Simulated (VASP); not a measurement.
Bi2Se3, 5 atoms in the cell. It takes space group R-3m (No. 166, trigonal). The conventional cell has a = 4.058 Å, b = 4.058 Å, c = 28.051 Å, α = 90.00°, β = 90.00°, γ = 120.00°. Within 3.7 Å of Bi (site symmetry 3m) lie 6 Se at 2.79 to 3.01 Å. Within 4.2 Å of Se (site symmetry -3m) lie 6 Bi at 3.01 Å and 12 Se at 4.06 to 4.14 Å. Within 3.7 Å of Se (site symmetry 3m) lie 3 Bi at 2.79 Å and 3 Se at 3.45 Å. 

```yaml
Program: VASP 6.6.1
Task: single point
Functional: PBE
Potentials_or_basis: VASP PAW PBE potentials, release 64 (Bi_d, Se)
Cutoff: 520 eV
k_mesh: 6 × 6 × 6
Occupations: fermi-dirac, width 0.03 eV
Spin: no spin polarisation
Dipole_correction: no
Further_INCAR_settings: ALGO = Normal; EDIFF = 1e-07; NBANDS = 32
```

Potentials or basis: VASP PAW PBE potentials, release 64 (Bi_d, Se).

Run with:

```console
$ cat potpaw_PBE.64/Bi_d/POTCAR potpaw_PBE.64/Se/POTCAR > POTCAR
$ mpirun -np 1 vasp_std > vasp.out
```

Hardware: 1 thread of Intel(R) Xeon(R) 6975P-C (Granite Rapids) (shared host).

Question: How long does it take, and how much memory?

Answer: It took 6.2 min on 1 thread of Intel(R) Xeon(R) 6975P-C (Granite Rapids), on a shared host, peak memory 0.75 GiB. Counts: scf iterations 14, k points 32.
